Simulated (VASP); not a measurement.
# BaTiO3 (R3m) in VASP: further runs

BaTiO3 is run at these levels: r2SCAN+U; tasks: single point.

All numbers are computed with VASP 6.6.1; they aren't measurements. Logs are shortened: lines on timing, memory, paths and dates and some standing lists are left out, and cuts for length are marked.

## 1. The cell of the first run

The structure is trigonal, space group R3m (No. 160). Conventional cell: a = 5.390 Å, b = 5.390 Å, c = 6.963 Å, α = 90.00°, β = 90.00°, γ = 120.00°. Ba (site symmetry 3m) has 12 O at 2.70 to 2.84 Å and 8 Ti at 3.30 to 3.54 Å within 3.6 Å. Within 2.5 Å of Ti (site symmetry 3m) lie 6 O at 1.86 to 2.03 Å. O (site symmetry m) has 2 Ti at 1.86 to 2.03 Å within 2.5 Å.

## 2. Single point, r2SCAN+U (strain -0.050 along x and y, +0.000 along z)

POSCAR reads:

```
BaTiO3
1.0
    2.6950526130      1.5559893516      2.3209936158
   -2.6950526130      1.5559893516      2.3209936158
    0.0000000000     -3.1119787032      2.3209936158
Ba Ti O
1 1 3
Direct
    0.9999656897      0.9999656897      0.9999656897
    0.5077048750      0.5077048750      0.5077048750
    0.4922539385      0.4922539385      0.9865215584
    0.4922539385      0.9865215584      0.4922539385
    0.9865215584      0.4922539385      0.4922539385
```

INCAR.step1 reads:

```
PREC = Accurate
ENCUT = 520
ISMEAR = 0
SIGMA = 0.05
LREAL = False
LASPH = True
NELM = 150
LMAXMIX = 4
LDAU = True
LDAUTYPE = 2
LDAUL = -1 2 -1
LDAUU = 0 4 0
LDAUJ = 0 0 0
NBANDS = 28
GGA = PE
ALGO = Normal
EDIFF = 1E-4
LWAVE = True
LCHARG = False
```

INCAR.step2 reads:

```
PREC = Accurate
ENCUT = 520
EDIFF = 1E-6
ISMEAR = 0
SIGMA = 0.05
LREAL = False
LASPH = True
NELM = 150
ALGO = Normal
ISIF = 2
LWAVE = False
LCHARG = True
LMAXMIX = 4
LDAU = True
LDAUTYPE = 2
LDAUL = -1 2 -1
LDAUU = 0 4 0
LDAUJ = 0 0 0
LDAUPRINT = 1
METAGGA = R2SCAN
LMIXTAU = True
LELF = True
LVHAR = True
NBANDS = 28
ISTART = 1
```

KPOINTS reads:

```
regular mesh
0
Gamma
  6 6 6
```

Potentials or basis: VASP PAW PBE potentials, release 64 (Ba_sv, Ti_sv, O).

On the command line:

```sh
> cat potpaw_PBE.64/Ba_sv/POTCAR potpaw_PBE.64/Ti_sv/POTCAR potpaw_PBE.64/O/POTCAR > POTCAR
> cp INCAR.step1 INCAR
> mpirun -np 1 vasp_std > vasp.out
> cp INCAR.step2 INCAR
> mpirun -np 1 vasp_std > vasp.out
```

OUTCAR:

```text
PREC = Accurate
   ENCUT = 520
   EDIFF = 1E-6
   ISMEAR = 0
   LREAL = False
   LASPH = True
   NELM = 150
   ISIF = 2
   METAGGA = R2SCAN
   ISTART = 1

 ion  position               nearest neighbor table
   1  1.000  1.000  1.000-   3 2.70   3 2.70   4 2.70   5 2.70   5 2.70   4 2.70   4 2.75   5 2.75
                             3 2.75   5 2.84   4 2.84   3 2.84   2 3.30   2 3.30   2 3.30   2 3.34
   2  0.508  0.508  0.508-   4 1.86   5 1.86   3 1.86   4 2.03   5 2.03   3 2.03   1 3.30   1 3.30
                             1 3.30   1 3.34   1 3.34   1 3.34   1 3.43   1 3.54
   3  0.492  0.492  0.987-   2 1.86   2 2.03   1 2.70   1 2.70   1 2.75   1 2.84
   4  0.492  0.987  0.492-   2 1.86   2 2.03   1 2.70   1 2.70   1 2.75   1 2.84
   5  0.987  0.492  0.492-   2 1.86   2 2.03   1 2.70   1 2.70   1 2.75   1 2.84

  LATTYP: Found a trigonal (rhomboedric) cell.
 ALAT       =     3.8821930418
 COS(alpha) =     0.0361482553

  Lattice vectors:

 A1 = (   2.6950526130,   1.5559893516,   2.3209936158)
 A2 = (  -2.6950526130,   1.5559893516,   2.3209936158)
 A3 = (   0.0000000000,  -3.1119787032,   2.3209936158)

Analysis of symmetry for initial positions (statically):
=====================================================================
 Subroutine PRICEL returns:
 Original cell was already a primitive cell.

 Routine SETGRP: Setting up the symmetry group for a
 trigonal (rhombohedral) supercell.

 Subroutine GETGRP returns: Found  6 space group operations
 (whereof  6 operations were pure point group operations)
 out of a pool of 12 trial point group operations.

The static configuration has the point symmetry C_3v.

Analysis of symmetry for dynamics (positions and initial velocities):
=====================================================================
 Subroutine PRICEL returns:
 Original cell was already a primitive cell.

 Routine SETGRP: Setting up the symmetry group for a
 trigonal (rhombohedral) supercell.

 Subroutine GETGRP returns: Found  6 space group operations
 (whereof  6 operations were pure point group operations)
 out of a pool of 12 trial point group operations.

The dynamic configuration has the point symmetry C_3v.

 Subroutine INISYM returns: Found  6 space group operations
 (whereof  6 operations are pure point group operations),
 and found     1 'primitive' translations

----------------------------------------------------------------------------------------

                                     Primitive cell

  volume of cell :      58.3981

  direct lattice vectors                    reciprocal lattice vectors
     2.695052613  1.555989352  2.320993616     0.185525135  0.107112987  0.143616652
    -2.695052613  1.555989352  2.320993616    -0.185525135  0.107112987  0.143616652
     0.000000000 -3.111978703  2.320993616     0.000000000 -0.214225973  0.143616652

  length of vectors
     3.882193042  3.882193042  3.882193042     0.257911827  0.257911827  0.257911827

  position of ions in fractional coordinates (direct lattice)
     0.999965690  0.999965690  0.999965690
     0.507704875  0.507704875  0.507704875
     0.492253938  0.492253938  0.986521558
     0.492253938  0.986521558  0.492253938
     0.986521558  0.492253938  0.492253938

  ion indices of the primitive-cell ions
   primitive index   ion index
                 1           1
                 2           2
                 3           3
                 4           4
                 5           5

[... 55 lines left out ...]
   total plane-waves  NPLWV =  27000
   dimension x,y,z NGX =    30 NGY =   30 NGZ =   30
   dimension x,y,z NGXF=    60 NGYF=   60 NGZF=   60
   ions per type =               1   1   3
   NGX,Y,Z   is equivalent  to a cutoff of  12.85, 12.85, 12.85 a.u.
   NGXF,Y,Z  is equivalent  to a cutoff of  25.69, 25.69, 25.69 a.u.
 SYSTEM =  unknown system
   PREC   = accura    normal or accurate (medium, high low for compatibility)
   ISTART =      1    job   : 0-new  1-cont  2-samecut
   ICHARG =      0    charge: 1-file 2-atom 10-const
   ISPIN  =      1    spin polarized calculation?
   LNONCOLLINEAR =      F non collinear calculations
   LSORBIT =      F    spin-orbit coupling
   LASPH  =      T    aspherical Exc in radial PAW
   ENCUT  =  520.0 eV  38.22 Ry    6.18 a.u.   7.22  7.22  7.22*2*pi/ulx,y,z
   NELM   =    150;   NELMIN=  2; NELMDL=  0     # of ELM steps
   EDIFF  = 0.1E-05   stopping-criterion for ELM
   LREAL  =      F    real-space projection
   EDIFFG = 0.1E-04   stopping-criterion for IOM
   NSW    =      0    number of steps for IOM
   IBRION =     -1    ionic relax: 0-MD 1-quasi-New 2-CG
   NFREE  =      0    steps in history (QN), initial steepest desc. (CG)
   ISIF   =      2    stress and relaxation
   ISYM   =      2    0-nonsym 1-usesym 2-fastsym
   POTIM  = 0.5000    time-step for ionic-motion
   TEBEG  =    0.0;   TEEND  =   0.0 temperature during run
   PSTRESS=    0.0 pullay stress
   NELECT =      40.0000    total number of electrons
   NUPDOWN=      -1.0000    fix difference up-down
   EMIN   =  10.00;   EMAX   =-10.00  energy-range for DOS
   EFERMI =   0.00;   METHOD = LEGACY
   ISMEAR =     0;   SIGMA  =   0.05  broadening in eV -4-tet -1-fermi 0-gaus
   EFERMI_NEDOS =   21; number of points for ismear=-14 and -15
   IALGO  =     38    algorithm
   IMIX   =      4    mixing-type and parameters
     AMIX     =   0.40;   BMIX     =  1.00
     AMIX_MAG =   1.60;   BMIX_MAG =  1.00
  volume/ion in A,a.u.               =      11.68        78.82
  Fermi-wavevector in a.u.,A,eV,Ry     =   1.443096  2.727055 28.334476  2.082525
  Thomas-Fermi vector in A             =   2.561542
   LORBIT       =      0    0 simple, 1 ext, 2 COOP (PROOUT), +10 PAW based schemes
 LDA+U is selected, type is set to LDAUTYPE =  2
   angular momentum for each species LDAUL =    -1    2   -1
   U (eV)           for each species LDAUU =   0.0  4.0  0.0
   J (eV)           for each species LDAUJ =   0.0  0.0  0.0
   METAGGA = R2SCAN    functional components
   LHFCALC =     F    Hartree Fock is set to
   AEXX    =    0.0000 exact exchange contribution
   IVDW    =     0    specifies the selected vdW correction
   LEPSILON=     F    determine dielectric tensor
   LRPA    =     F    only Hartree local field effects (RPA)
 non-spin polarized calculation
 Gauss-broadening in eV      SIGMA  =   0.05
  energy-cutoff  :      520.00
  volume of cell :       58.40
 maximum number of plane-waves:      1586
 NGX is ok and might be reduce to    30
   NGX = 15   NGY = 15   NGZ = 15

atom =   2  type =  2  l = 2

 onsite density matrix

spin component  1

  0.1581  0.0000 -0.0000  0.0735 -0.0000
  0.0000  0.2090  0.0000  0.0000  0.0735
 -0.0000  0.0000  0.1039 -0.0000  0.0000
  0.0735  0.0000 -0.0000  0.2090  0.0000
 -0.0000  0.0735  0.0000  0.0000  0.1581

spin component  2

  0.1581  0.0000 -0.0000  0.0735 -0.0000
  0.0000  0.2090  0.0000  0.0000  0.0735
 -0.0000  0.0000  0.1039 -0.0000  0.0000
  0.0735  0.0000 -0.0000  0.2090  0.0000
 -0.0000  0.0735  0.0000  0.0000  0.1581

 occupancies and eigenvectors

  o =  0.1039  v =  0.0000  0.0000  1.0000  0.0000 -0.0000  0.0000  0.0000  0.0000  0.0000  0.0000      0.0000  0.0000  0.0000  0.0000  0.0000  0.0000  0.0000  0.0000  0.0000  0.0000
  o =  0.1039  v =  0.0000  0.0000  0.0000  0.0000  0.0000  0.0000  0.0000  1.0000  0.0000 -0.0000      0.0000  0.0000  0.0000  0.0000  0.0000  0.0000  0.0000  0.0000  0.0000  0.0000
  o =  0.1058  v =  0.0000  0.0000  0.0000  0.0000  0.0000 -0.8146  0.0000 -0.0000  0.5800 -0.0000      0.0000  0.0000  0.0000  0.0000  0.0000  0.0000  0.0000  0.0000  0.0000  0.0000
  o =  0.1058  v = -0.8146  0.0000 -0.0000  0.5800 -0.0000  0.0000  0.0000  0.0000  0.0000  0.0000      0.0000  0.0000  0.0000  0.0000  0.0000  0.0000  0.0000  0.0000  0.0000  0.0000
  o =  0.1058  v =  0.0000 -0.5800  0.0000 -0.0000  0.8146  0.0000  0.0000  0.0000  0.0000  0.0000      0.0000  0.0000  0.0000  0.0000  0.0000  0.0000  0.0000  0.0000  0.0000  0.0000
  o =  0.1058  v =  0.0000  0.0000  0.0000  0.0000  0.0000  0.0000 -0.5800  0.0000 -0.0000  0.8146      0.0000  0.0000  0.0000  0.0000  0.0000  0.0000  0.0000  0.0000  0.0000  0.0000
  o =  0.2614  v = -0.5800  0.0000  0.0000 -0.8146  0.0000  0.0000  0.0000  0.0000  0.0000  0.0000      0.0000  0.0000  0.0000  0.0000  0.0000  0.0000  0.0000  0.0000  0.0000  0.0000
  o =  0.2614  v =  0.0000  0.0000  0.0000  0.0000  0.0000 -0.5800  0.0000  0.0000 -0.8146  0.0000      0.0000  0.0000  0.0000  0.0000  0.0000  0.0000  0.0000  0.0000  0.0000  0.0000
  o =  0.2614  v =  0.0000  0.8146  0.0000  0.0000  0.5800  0.0000  0.0000  0.0000  0.0000  0.0000      0.0000  0.0000  0.0000  0.0000  0.0000  0.0000  0.0000  0.0000  0.0000  0.0000
  o =  0.2614  v =  0.0000  0.0000  0.0000  0.0000  0.0000  0.0000  0.8146  0.0000  0.0000  0.5800      0.0000  0.0000  0.0000  0.0000  0.0000  0.0000  0.0000  0.0000  0.0000  0.0000

 number of electron      39.9999985 magnetization

 Free energy of the ion-electron system (eV)
  ---------------------------------------------------
  ext. energy  EPLUGINS =         0.00000000
  ---------------------------------------------------
  free energy    TOTEN  =       -70.92873657 eV

  energy without entropy =      -70.92873657  energy(sigma->0) =      -70.92873657

 E-fermi :   4.7399     XC(G=0): -12.4535

 val. band max:        4.4225237182   @ k =   0.5000   0.5000   0.5000
 cond. band min:       7.4825758079   @ k =   0.0000   0.0000   0.0000
 fundamental gap:      3.0600520897
 Fermi energy:         4.7398739175

 k-point     1 :       0.0000    0.0000    0.0000
  band No.  band energies     occupation
      1     -54.8586      2.00000
      2     -30.0697      2.00000
      3     -30.0697      2.00000
      4     -30.0212      2.00000
      5     -20.9110      2.00000
      6     -13.6708      2.00000
[... 733 lines left out ...]
     27      13.8258      0.00000
     28      14.2386      0.00000

 [... further k-points ...]
[... 5 lines left out ...]
  --------------------------------------------------------------------------------------
  -------------------------------------------------------------------------------------
  Total       12.4862593     12.4862593      6.3056545      0.0000000      0.0000000      0.0000000
  in kB      342.5656923    342.5656924    172.9982403      0.0000000      0.0000000      0.0000000
  external PRESSURE =     286.0432083 kB  Pullay stress =       0.0000000 kB

 VOLUME and BASIS-vectors are now :
 -----------------------------------------------------------------------------
  energy-cutoff  :      520.00
  volume of cell :       58.40
      direct lattice vectors                 reciprocal lattice vectors
     2.695052613  1.555989352  2.320993616     0.185525135  0.107112987  0.143616652
    -2.695052613  1.555989352  2.320993616    -0.185525135  0.107112987  0.143616652
     0.000000000 -3.111978703  2.320993616     0.000000000 -0.214225973  0.143616652

 POSITION                                       TOTAL-FORCE (eV/Angst)
 -----------------------------------------------------------------------------------
      0.00000      0.00000      6.96274         0.000000      0.000000     -0.054542
      0.00000      0.00000      3.53514         0.000000      0.000000     -1.391809
      0.00000     -1.53815      4.57475         0.000000     -0.875577      0.482117
     -1.33208      0.76908      4.57475        -0.758272      0.437788      0.482117
      1.33208      0.76908      4.57475         0.758272      0.437788      0.482117
 -----------------------------------------------------------------------------------
    total drift:                               -0.000000      0.000000      0.016543

  FREE ENERGIE OF THE ION-ELECTRON SYSTEM (eV)
  ---------------------------------------------------
  free  energy   TOTEN  =       -70.9287365728 eV

  energy  without entropy=      -70.9287365728  energy(sigma->0) =      -70.92873657
```

Wall time 2 min (1 thread of Intel Xeon Platinum 8488C (Sapphire Rapids), shared host); peak memory 0.2 GiB.

What came out:

| Property | Result |
| --- | --- |
| Free energy | -70.9287 eV |
| Pressure | 28.6 GPa |
| Largest force | 1.392 eV/Å |
| Band gap on the k mesh | 3.06 eV (least direct gap 3.16 eV) |

Forces in eV/Å, atoms in the order of the input:
```
Ba   0.000  0.000 -0.055
Ti   0.000  0.000 -1.392
O    0.000 -0.876  0.482
O   -0.758  0.438  0.482
O    0.758  0.438  0.482
```

Levels at points of the mesh, in eV from the valence-band top:
| k point | band 17 | band 18 | band 19 | band 20 | band 21 | band 22 | band 23 | band 24 |
| --- | --- | --- | --- | --- | --- | --- | --- | --- |
| (0.00, 0.00, 0.00) | -1.18 | -0.53 | -0.10 | -0.10 | 3.06 | 3.06 | 3.36 | 5.15 |
| (0.50, 0.00, 0.00) | -1.85 | -1.71 | -1.09 | -0.73 | 3.39 | 5.01 | 5.05 | 5.17 |
| (0.50, 0.50, 0.00) | -1.84 | -0.95 | -0.75 | -0.13 | 5.01 | 5.10 | 5.51 | 6.04 |
| (0.50, 0.50, 0.50) | -2.12 | -0.09 | 0.00 | 0.00 | 5.80 | 5.80 | 5.86 | 7.58 |

Eigenvalues of the final occupation matrices:
```csv
site,spin,trace,eigenvalues
site 2 d,1,0.84,0.10 0.11 0.11 0.26 0.26
site 2 d,2,0.84,0.10 0.11 0.11 0.26 0.26
```

Caveat: the cell differs from its parent crystal (strain -0.050 along x and y, +0.000 along z); the cell stands under pressure; the PAW data sets were made with another functional, which shifts forces and pressure a little; spin-orbit coupling is left out, which moves the levels of the heavy elements. A k mesh can miss the band edges.

## 3. Single point, r2SCAN+U (strain -0.050 along x and y, +0.025 along z)

Changes to POSCAR since step 2:

```diff
@@ -2,5 +2,5 @@
 1.0
-    2.6950526130      1.5559893516      2.3209936158
-   -2.6950526130      1.5559893516      2.3209936158
-    0.0000000000     -3.1119787032      2.3209936158
+    2.6950526130      1.5559893516      2.3790184562
+   -2.6950526130      1.5559893516      2.3790184562
+    0.0000000000     -3.1119787032      2.3790184562
 Ba Ti O
```

INCAR.step1 reads:

```
SYSTEM = BaTiO3
ALGO     = Normal         ! electronic algorithm
EDIFF    = 1E-4           ! SCF threshold, eV
ENCUT    = 520            ! plane-wave cutoff, eV
GGA      = PE             ! functional
ISMEAR   = 0              ! smearing method
LASPH    = .True.         ! aspherical terms in the spheres
LCHARG   = .False.        ! write CHGCAR
LDAU     = .True.         ! DFT+U
LDAUJ    = 0 0 0        
LDAUL    = -1 2 -1        ! shell
LDAUTYPE = 2            
LDAUU    = 0 4 0          ! U, eV
LMAXMIX  = 4              ! l up to which the mixer works
LREAL    = .False.        ! projectors in reciprocal space
LWAVE    = .True.         ! write WAVECAR
NBANDS   = 28             ! bands
NELM     = 150            ! most SCF steps
PREC     = Accurate       ! precision mode
SIGMA    = 0.05           ! smearing width, eV
```

INCAR.step2 reads:

```
SYSTEM = BaTiO3
ALGO     = Normal         ! electronic algorithm
EDIFF    = 1E-6           ! SCF threshold, eV
ENCUT    = 520            ! plane-wave cutoff, eV
ISIF     = 2              ! what is computed and relaxed
ISMEAR   = 0              ! smearing method
ISTART   = 1            
LASPH    = .True.         ! aspherical terms in the spheres
LCHARG   = .False.        ! write CHGCAR
LDAU     = .True.         ! DFT+U
LDAUJ    = 0 0 0        
LDAUL    = -1 2 -1        ! shell
LDAUPRINT= 1            
LDAUTYPE = 2            
LDAUU    = 0 4 0          ! U, eV
LMAXMIX  = 4              ! l up to which the mixer works
LMIXTAU  = .True.       
LREAL    = .False.        ! projectors in reciprocal space
LWAVE    = .False.        ! write WAVECAR
METAGGA  = R2SCAN         ! meta-GGA
NBANDS   = 28             ! bands
NELM     = 150            ! most SCF steps
PREC     = Accurate       ! precision mode
SIGMA    = 0.05           ! smearing width, eV
```

KPOINTS reads:

```
k-points
0
Gamma
  6 6 6
  0 0 0
```

Potentials or basis: VASP PAW PBE potentials, release 64 (Ba_sv, Ti_sv, O).

On the command line:

```sh
> cat potpaw_PBE.64/Ba_sv/POTCAR potpaw_PBE.64/Ti_sv/POTCAR potpaw_PBE.64/O/POTCAR > POTCAR
> cp INCAR.step1 INCAR
> mpirun -np 1 vasp_std > vasp.out
> cp INCAR.step2 INCAR
> mpirun -np 1 vasp_std > vasp.out
```

Run time: 2.1 min. Hardware: 1 thread of Intel Xeon Platinum 8488C (Sapphire Rapids), shared host; peak memory 0.2 GiB.

It converged, with:

| Item | Value |
| --- | --- |
| Free energy | -71.0389 eV |
| Pressure | 22.2 GPa |
| Largest force | 1.096 eV/Å |
| Band gap on the k mesh | 2.90 eV (least direct gap 2.99 eV) |

Forces on the atoms (eV/Å):
```
Ba   0.000  0.000 -0.007
Ti   0.000  0.000 -1.096
O    0.000 -0.759  0.368
O   -0.657  0.379  0.368
O    0.657  0.379  0.368
```

Stress tensor (GPa, compression positive):
```
29.93  0.00  0.00
 0.00 29.93  0.00
 0.00  0.00  6.60
```

Levels at points of the mesh, in eV from the valence-band top:
```
           k point  band 17  band 18  band 19  band 20  band 21  band 22  band 23  band 24
(0.00, 0.00, 0.00)    -1.10    -0.70    -0.10    -0.10     2.90     2.90     3.29     4.92
(0.50, 0.00, 0.00)    -1.87    -1.66    -1.21    -0.68     3.26     4.77     4.86     4.94
(0.50, 0.50, 0.00)    -1.89    -1.03    -0.77    -0.14     4.77     4.88     5.29     5.75
(0.50, 0.50, 0.50)    -2.13    -0.14     0.00     0.00     5.54     5.54     5.64     7.35
```

Eigenvalues of the final occupation matrices:
```
    site  spin  trace               eigenvalues
site 2 d     1   0.82  0.10 0.10 0.10 0.26 0.26
site 2 d     2   0.82  0.10 0.10 0.10 0.26 0.26
```

Caveat: the cell differs from its parent crystal (strain -0.050 along x and y, +0.025 along z); the cell stands under pressure; the PAW data sets were made with another functional, which shifts forces and pressure a little; spin-orbit coupling is left out, which moves the levels of the heavy elements.
